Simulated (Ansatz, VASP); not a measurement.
**Two plane-wave programs on Se**

Contents of INCAR:

```
SYSTEM = Se
PREC = Accurate
ENCUT = 520
EDIFF = 1E-6
ISMEAR = -1
SIGMA = 0.1
LREAL = .False.
LASPH = .True.
NELM = 100
ALGO = Normal
ISIF = 2
LWAVE = .False.
LCHARG = .False.
NBANDS = 13
```

KPOINTS

```
regular mesh
0
Gamma
  12 12 9
  0 0 0
```

POSCAR

```
Se
1.0
    3.4839331860      0.0000000000      0.0000000000
   -1.7419665930      3.0171746441      0.0000000000
    0.0000000000      0.0000000000      3.7621142624
Se
2
Direct
    0.3333333333      0.6666666667      0.2500000000
    0.6666666667      0.3333333333      0.7500000000
```

Input for Ansatz:

```yaml
crystal:
  lattice:
    - [3.483933186, 0.0, 0.0]
    - [-1.741966593, 3.0171746441, 0.0]
    - [0.0, 0.0, 3.7621142624]
  atoms:
    - { symbol: Se, position: [0.3333333333, 0.6666666667, 0.25] }
    - { symbol: Se, position: [0.6666666667, 0.3333333333, 0.75] }
hamiltonian:
  xc: lda
  pseudopotentials:
    kind: paw
    azcp:
      Se: "pseudopotentials/Se.paw.azcp"
basis:
  ecutwfc: 420
  fft_grid_basis: typed
kpoints:
  mp_grid: { grid: [12, 12, 9], shift: [0, 0, 0] }
magnetization:
  spin_polarized: false
scf:
  occupations: { method: fermi_dirac, width: 0.1 }
  lower_state_search: "off"
output:
  stress: true
```

Alike in both runs: task single point; functional LDA; k mesh 12 × 12 × 9; occupations fermi-dirac, width 0.1 eV; no spin polarisation.

|  | VASP | Ansatz |
| --- | --- | --- |
| version | VASP 6.6.1 | Ansatz 0.2.0 |
| potentials or method | VASP PAW LDA potentials, release 64 (Se), cutoff 520 eV | plane waves (420 eV) with PAW, scalar-relativistic |
| valence electrons in the cell | 12 | 32 |

|  | VASP | Ansatz | Ansatz less VASP |
| --- | --- | --- | --- |
| pressure (GPa) | 3.7 | 3.5 | -0.20 |
| traceless stress, the component that is largest in VASP (GPa) | 0.90 | 0.78 | -0.111 |

Ansatz warns that its potentials were made for another functional, while VASP's fit it. LDA's correlation is that of Perdew and Zunger in VASP and of Perdew and Wang (1992) in Ansatz. VASP's potentials hold 12 valence electrons a cell and Ansatz's 32, so a difference there can come from the potentials and not from the codes.
